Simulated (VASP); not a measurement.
# H4C2O in VASP: notebook

H4C2O is run at these levels: PBE+D3(BJ); tasks: single point.

All numbers are computed with VASP 6.6.1; they aren't measurements. Logs are shortened: lines on timing, memory, paths and dates and some standing lists are left out, and cuts for length are marked.

## 1. The cell of the first run

The cell holds a disordered packing, 21 atoms: a = 6.887 Å, b = 6.887 Å, c = 6.887 Å, α = 90.00°, β = 90.00°, γ = 90.00°.

## 2. Single point, PBE+D3(BJ)

Contents of INCAR:

```
  PREC = Accurate
  ENCUT = 1000
  EDIFF = 1E-6
  ISMEAR = -1
  SIGMA = 0.05
  LREAL = Auto
  LASPH = True
  NELM = 120
  ALGO = Normal
  ISIF = 2
  LWAVE = False
  LCHARG = False
  GGA = PE
  IVDW = 12
  NBANDS = 43
  GGA_COMPAT = False
```

Contents of KPOINTS:

```
Automatic mesh
0
Gamma
  1 1 1
```

Contents of POSCAR:

```
H4C2O
1.0
    6.8873110000      0.0000000000      0.0000000000
    0.0000000000      6.8873110000      0.0000000000
    0.0000000000      0.0000000000      6.8873110000
C H O
6 12 3
Direct
    0.1251286605      0.9410348974      0.0141855072
    0.7391854383      0.1853408391      0.8271733337
    0.7469388271      0.5495032822      0.4331153334
    0.2268809990      0.5744041470      0.7024366984
    0.6889481250      0.7190179157      0.9123444549
    0.7069522489      0.0055754706      0.3418895996
    0.1998602938      0.8957487182      0.1416372805
   -0.0313039443      0.9593439297      0.0460992686
    0.1418841112      0.8416637495     -0.1043658403
    0.1663058340      1.0853001992     -0.0240296975
    0.8147301610      0.2247030808      0.9576451535
    0.5800376954      0.1717506295      0.8700057250
    0.8046681789      0.0609671902      0.7522239086
    0.7575670679      0.3106582525      0.7379803235
    0.8223238358      0.4159097796      0.4587566904
    0.7252322423      0.6088733324      0.5767417792
    0.6041254707      0.5239926003      0.3583982196
    0.8414604771      0.6489905857      0.3546522003
    0.2997831810      0.4279899659      0.6820949424
    0.5749704057      0.7748452190      1.0189753301
    0.5518409144     -0.0211258066      0.3898183195
```

Potentials or basis: VASP PAW PBE potentials, release 64 (C_h, H_h, O_h).

The run is started by

```console
$ cat potpaw_PBE.64/C_h/POTCAR potpaw_PBE.64/H_h/POTCAR potpaw_PBE.64/O_h/POTCAR > POTCAR
$ mpirun -np 1 vasp_gam > vasp.out
```

OUTCAR:

```text
PREC = Accurate
   ENCUT = 1000
   EDIFF = 1E-6
   ISMEAR = -1
   LREAL = Auto
   LASPH = True
   NELM = 120
   ISIF = 2
   GGA = PE
   IVDW = 12
 IVDW          = 12

 ion  position               nearest neighbor table
   1  0.125  0.941  0.014-   7 1.06  10 1.07   9 1.07   8 1.11
   2  0.739  0.185  0.827-  14 1.07  11 1.07  13 1.10  12 1.14
   3  0.747  0.550  0.433-  15 1.07  16 1.08  18 1.09  17 1.12
   4  0.227  0.574  0.702-  19 1.14
   5  0.689  0.719  0.912-  20 1.14
   6  0.707  0.006  0.342-  21 1.13
   7  0.200  0.896  0.142-   1 1.06
   8  0.969  0.959  0.046-   1 1.11
   9  0.142  0.842  0.896-   1 1.07
[... 10 lines left out ...]
  20  0.575  0.775  0.019-   5 1.14
  21  0.552  0.979  0.390-   6 1.13

  LATTYP: Found a simple cubic cell.
 ALAT       =     6.8873110000

  Lattice vectors:

 A1 = (   6.8873110000,   0.0000000000,   0.0000000000)
 A2 = (   0.0000000000,   6.8873110000,   0.0000000000)
 A3 = (   0.0000000000,   0.0000000000,   6.8873110000)

Analysis of symmetry for initial positions (statically):
=====================================================================
 Subroutine PRICEL returns:
 Original cell was already a primitive cell.

 Routine SETGRP: Setting up the symmetry group for a
 simple cubic supercell.

 Subroutine GETGRP returns: Found  1 space group operations
 (whereof  1 operations were pure point group operations)
 out of a pool of 48 trial point group operations.

The static configuration has the point symmetry C_1 .

Analysis of symmetry for dynamics (positions and initial velocities):
=====================================================================
 Subroutine PRICEL returns:
 Original cell was already a primitive cell.

 Routine SETGRP: Setting up the symmetry group for a
 simple cubic supercell.

 Subroutine GETGRP returns: Found  1 space group operations
 (whereof  1 operations were pure point group operations)
 out of a pool of 48 trial point group operations.

The dynamic configuration has the point symmetry C_1 .

 Subroutine INISYM returns: Found  1 space group operations
 (whereof  1 operations are pure point group operations),
 and found     1 'primitive' translations

----------------------------------------------------------------------------------------

                                     Primitive cell

  volume of cell :     326.7000

  direct lattice vectors                    reciprocal lattice vectors
     6.887311000  0.000000000  0.000000000     0.145194547  0.000000000  0.000000000
     0.000000000  6.887311000  0.000000000     0.000000000  0.145194547  0.000000000
     0.000000000  0.000000000  6.887311000     0.000000000  0.000000000  0.145194547

  length of vectors
     6.887311000  6.887311000  6.887311000     0.145194547  0.145194547  0.145194547

  position of ions in fractional coordinates (direct lattice)
     0.125128661  0.941034897  0.014185507
     0.739185438  0.185340839  0.827173334
     0.746938827  0.549503282  0.433115333
     0.226880999  0.574404147  0.702436698
     0.688948125  0.719017916  0.912344455
     0.706952249  0.005575471  0.341889600
[... 13 lines left out ...]
     0.574970406  0.774845219  0.018975330
     0.551840914  0.978874193  0.389818320

  ion indices of the primitive-cell ions
   primitive index   ion index
                 1           1
                 2           2
                 3           3
                 4           4
                 5           5
                 6           6
[... 13 lines left out ...]
                20          20
                21          21

----------------------------------------------------------------------------------------

 KPOINTS: Automatic mesh

Automatic generation of k-mesh.
 Grid dimensions read from file:
 generate k-points for:    1    1    1

 Generating k-lattice:

  Cartesian coordinates                     Fractional coordinates (reciprocal lattice)
     0.145194547  0.000000000  0.000000000     1.000000000  0.000000000  0.000000000
     0.000000000  0.145194547  0.000000000     0.000000000  1.000000000  0.000000000
     0.000000000  0.000000000  0.145194547     0.000000000  0.000000000  1.000000000

  Length of vectors
     0.145194547  0.145194547  0.145194547

  Shift w.r.t. Gamma in fractional coordinates (k-lattice)
     0.000000000  0.000000000  0.000000000

 Subroutine IBZKPT returns following result:
 ===========================================

 Found      1 irreducible k-points:

 Following reciprocal coordinates:
            Coordinates               Weight
  0.000000  0.000000  0.000000      1.000000
   k-points           NKPTS =      1   k-points in BZ     NKDIM =      1   number of bands    NBANDS=     43
   number of dos      NEDOS =    301   number of ions     NIONS =     21
   total plane-waves  NPLWV = 373248
   dimension x,y,z NGX =    72 NGY =   72 NGZ =   72
   dimension x,y,z NGXF=   144 NGYF=  144 NGZF=  144
   ions per type =               6  12   3
   NGX,Y,Z   is equivalent  to a cutoff of  17.38, 17.38, 17.38 a.u.
   NGXF,Y,Z  is equivalent  to a cutoff of  34.76, 34.76, 34.76 a.u.
 SYSTEM =  unknown system
   PREC   = accura    normal or accurate (medium, high low for compatibility)
   ISTART =      0    job   : 0-new  1-cont  2-samecut
   ICHARG =      2    charge: 1-file 2-atom 10-const
   ISPIN  =      1    spin polarized calculation?
   LNONCOLLINEAR =      F non collinear calculations
   LSORBIT =      F    spin-orbit coupling
   LASPH  =      T    aspherical Exc in radial PAW
   ENCUT  = 1000.0 eV  73.50 Ry    8.57 a.u.  17.76 17.76 17.76*2*pi/ulx,y,z
   NELM   =    120;   NELMIN=  2; NELMDL= -5     # of ELM steps
   EDIFF  = 0.1E-05   stopping-criterion for ELM
   LREAL  =      T    real-space projection
   EDIFFG = 0.1E-04   stopping-criterion for IOM
   NSW    =      0    number of steps for IOM
   IBRION =     -1    ionic relax: 0-MD 1-quasi-New 2-CG
   NFREE  =      0    steps in history (QN), initial steepest desc. (CG)
   ISIF   =      2    stress and relaxation
   ISYM   =      2    0-nonsym 1-usesym 2-fastsym
   POTIM  = 0.5000    time-step for ionic-motion
   TEBEG  =    0.0;   TEEND  =   0.0 temperature during run
   PSTRESS=    0.0 pullay stress
   NELECT =      54.0000    total number of electrons
   NUPDOWN=      -1.0000    fix difference up-down
   EMIN   =  10.00;   EMAX   =-10.00  energy-range for DOS
   EFERMI =   0.00;   METHOD = LEGACY
   ISMEAR =    -1;   SIGMA  =   0.05  broadening in eV -4-tet -1-fermi 0-gaus
   EFERMI_NEDOS =   21; number of points for ismear=-14 and -15
   IALGO  =     38    algorithm
   IMIX   =      4    mixing-type and parameters
     AMIX     =   0.40;   BMIX     =  1.00
     AMIX_MAG =   1.60;   BMIX_MAG =  1.00
  volume/ion in A,a.u.               =      15.56       104.98
  Fermi-wavevector in a.u.,A,eV,Ry     =   0.898441  1.697808 10.982580  0.807197
  Thomas-Fermi vector in A             =   2.021151
   LORBIT       =      0    0 simple, 1 ext, 2 COOP (PROOUT), +10 PAW based schemes
   GGA     = PE    functional components
   LHFCALC =     F    Hartree Fock is set to
   AEXX    =    0.0000 exact exchange contribution
   IVDW    =    12    specifies the selected vdW correction
   LEPSILON=     F    determine dielectric tensor
   LRPA    =     F    only Hartree local field effects (RPA)
 non-spin polarized calculation
  energy-cutoff  :     1000.00
  volume of cell :      326.70
 maximum number of plane-waves:     11792
 NGX is ok and might be reduce to    70
   NGX = 35   NGY = 35   NGZ = 35

 number of electron      54.0000001 magnetization

 Free energy of the ion-electron system (eV)
  ---------------------------------------------------
  ext. energy  EPLUGINS =         0.00000000
  ---------------------------------------------------
  free energy    TOTEN  =      -116.57808208 eV

  energy without entropy =     -116.57808208  energy(sigma->0) =     -116.57808208

 E-fermi :  -4.3131     XC(G=0):  -5.8260

 val. band max:       -5.6008028505   @ k =   0.0000   0.0000   0.0000
 cond. band min:       0.5140366264   @ k =   0.0000   0.0000   0.0000
 fundamental gap:      6.1148394769
 Fermi energy:        -4.3131417707

 k-point     1 :       0.0000    0.0000    0.0000
  band No.  band energies     occupation
      1     -26.4554      2.00000
      2     -26.3292      2.00000
      3     -26.2429      2.00000
      4     -14.5115      2.00000
      5     -14.3092      2.00000
      6     -14.0621      2.00000
[... 31 lines left out ...]
     38       4.8737      0.00000
     39       5.0975      0.00000
 [bands above 39 left out]

------------------------ aborting loop because EDIFF is reached ----------------------------------------

 Edisp (eV)   -0.78034

 E8    (eV) :    -0.1838

  FORCE on cell =-STRESS in cart. coord.  units (eV):
  Direction    XX          YY          ZZ          XY          YZ          ZX
  --------------------------------------------------------------------------------------
  -------------------------------------------------------------------------------------
  Total      -1.15049     3.53909     3.14536    -0.29861    -0.95202     1.02318
  in kB      -5.64215    17.35613    15.42524    -1.46445    -4.66881     5.01782
  external pressure =        9.05 kB  Pullay stress =        0.00 kB

 VOLUME and BASIS-vectors are now :
 -----------------------------------------------------------------------------
  energy-cutoff  :     1000.00
  volume of cell :      326.70
      direct lattice vectors                 reciprocal lattice vectors
     6.887311000  0.000000000  0.000000000     0.145194547  0.000000000  0.000000000
     0.000000000  6.887311000  0.000000000     0.000000000  0.145194547  0.000000000
     0.000000000  0.000000000  6.887311000     0.000000000  0.000000000  0.145194547

 POSITION                                       TOTAL-FORCE (eV/Angst)
 -----------------------------------------------------------------------------------
      0.86180      6.48120      0.09770        -1.652507      0.307219      0.207681
      5.09100      1.27650      5.69700        -1.392938     -0.010005      0.462832
      5.14440      3.78460      2.98300        -0.779446      0.177364     -0.355535
      1.56260      3.95610      4.83790        -0.025830     -0.106371     -0.201908
      4.74500      4.95210      6.28360        -0.525436      0.179090      0.553717
      4.86900      0.03840      2.35470         0.137128      0.207622      0.110949
[... 13 lines left out ...]
      3.96000      5.33660      0.13069         0.440831     -0.441054     -0.639384
      3.80070      6.74181      2.68480        -0.280745      0.065814      0.095558
 -----------------------------------------------------------------------------------
    total drift:                                0.002084      0.000867      0.001018

  FREE ENERGIE OF THE ION-ELECTRON SYSTEM (eV)
  ---------------------------------------------------
  free  energy   TOTEN  =      -117.3584204563 eV

  energy  without entropy=     -117.3584204563  energy(sigma->0) =     -117.35842046
```

Wall time 87 s (1 thread of Intel Xeon Platinum 8375C at 2.90GHz (Ice Lake), shared host); peak memory 0.72 GiB.

Results:

| Item | Value |
| --- | --- |
| Free energy | -117.3584 eV |
| Pressure | 0.9 GPa |
| Largest force | 1.694 eV/Å |
| Dispersion energy per atom | -0.037 eV |

Forces in eV/Å, atoms in the order of the input:
```
C   -1.653  0.307  0.208
C   -1.393 -0.010  0.463
C   -0.779  0.177 -0.356
C   -0.026 -0.106 -0.202
C   -0.525  0.179  0.554
C    0.137  0.208  0.111
H    0.520 -0.371  0.805
H    0.388 -0.413  0.145
H    0.203 -0.328 -0.475
H    0.719  0.910 -0.448
H    0.578 -0.261  0.752
H    1.158 -0.236 -0.673
H   -0.263 -0.107  0.295
H   -0.179  0.747 -0.795
H    0.397 -0.888 -0.275
H   -0.327  0.377  0.383
H    0.854  0.190  0.346
H    0.023  0.071 -0.334
O    0.007 -0.071  0.041
O    0.441 -0.441 -0.639
O   -0.281  0.066  0.096
```

Stress tensor (GPa, compression positive):
```
-0.56 -0.15  0.50
-0.15  1.74 -0.47
 0.50 -0.47  1.54
```

Caveat: the k points lie up to 0.91 Å⁻¹ apart, too coarse for converged energies, forces and pressures; the atoms stand as in a frame of molecular dynamics.

(Continued in part 2 of 2.)
